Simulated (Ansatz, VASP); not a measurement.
# Si2Ni: VASP beside Ansatz

```xyz
3
Lattice="0.0000 2.7030 2.7030 2.7030 0.0000 2.7030 2.7030 2.7030 0.0000" Properties=species:S:1:pos:R:3 pbc="T T T"
Ni    0.0000    0.0000    0.0000
Si    4.0545    4.0545    4.0545
Si    1.3515    1.3515    1.3515
```

Alike in both runs: task single point; functional PBEsol; k mesh 7 × 7 × 7; occupations fermi-dirac, width 0.05 eV; collinear spin; fixed moment 1.5 μB.

|  | VASP | Ansatz |
| --- | --- | --- |
| version | VASP 6.6.1 | Ansatz 0.2.0 |
| potentials or method | VASP PAW PBE potentials, release 64 (Ni_sv_GW, Si) | Ansatz PAW |
| plane-wave cutoff (eV) | 690 | 420 |
| valence electrons in the cell | 26 | 26 |

VASP gave:

- pressure (GPa): 5.9
- net moment per atom (μB): 0.50
- size of the moment on the site where the two differ most (μB): 0.19

Question: Which values does Ansatz return?

Answer: Pressure (GPa): 6.2; net moment per atom (μB): 0.50; size of the moment on the site where the two differ most (μB): 0.21.

VASP's potentials were made for PBE, not for PBEsol. Site moments also hang on the region over which each program counts them. With one functional, cell and mesh, what is left measures potentials, basis and numerics.
